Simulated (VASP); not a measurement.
Wanted: the native input for a VASP 6.6.1 run.

| Item | Value |
| --- | --- |
| Task | single point |
| Functional | revPBE |
| Potentials or basis | VASP PAW PBE potentials, release 64 (Ni) |
| Cutoff | 520 eV |
| k mesh | 15 × 15 × 15 |
| Occupations | fermi-dirac, width 0.05 eV |
| Spin | collinear spin, ferromagnetic start |
| Starting moments | [0.634] μB |
| Dipole correction | no |
| Further INCAR settings | ALGO = Normal; EDIFF = 1e-06; NBANDS = 15 |

The structure of Ni lies in POSCAR:

```
Ni
1.0
    2.2827216342      0.0000000000      0.0000000000
    0.0000000000      2.2827216342      0.0000000000
    0.0000000000      0.0000000000      2.2827216342
Ni
1
Direct
    0.0000000000      0.0000000000      0.0000000000
```

This isn't the form of Ni at room conditions, which is fcc.

One way to write it, as run:

INCAR

```
SYSTEM = Ni
  PREC = Accurate
  ENCUT = 520
  EDIFF = 1E-6
  ISMEAR = -1
  SIGMA = 0.05
  LREAL = .FALSE.
  LASPH = .TRUE.
  NELM = 150
  ALGO = Normal
  ISIF = 2
  LWAVE = .FALSE.
  LCHARG = .FALSE.
  ISPIN = 2
  MAGMOM = 0.634
  LORBIT = 11
  LMAXMIX = 4
  GGA = RE
  NBANDS = 15
```

KPOINTS

```
Automatic mesh
0
G
  15 15 15
  0 0 0
```

Potentials or basis: VASP PAW PBE potentials, release 64 (Ni).

The run is started by

```console
$ cat potpaw_PBE.64/Ni/POTCAR > POTCAR
$ mpirun -np 1 vasp_std > vasp.out
```

Results of the run:

| Item | Value |
| --- | --- |
| Pressure | 13.1 GPa |
| Net moment | 0.44 μB per cell |
| Site moments | Ni +0.44 μB |
| Valence electrons inside the program's atomic spheres | Ni 9.33 |

Caveat: the cell stands under pressure; the PAW data sets were made with another functional, which shifts forces and pressure a little.

Wall time 54 s on 1 thread of Intel Xeon 8259CL (shared host), peak memory 0.15 GiB.
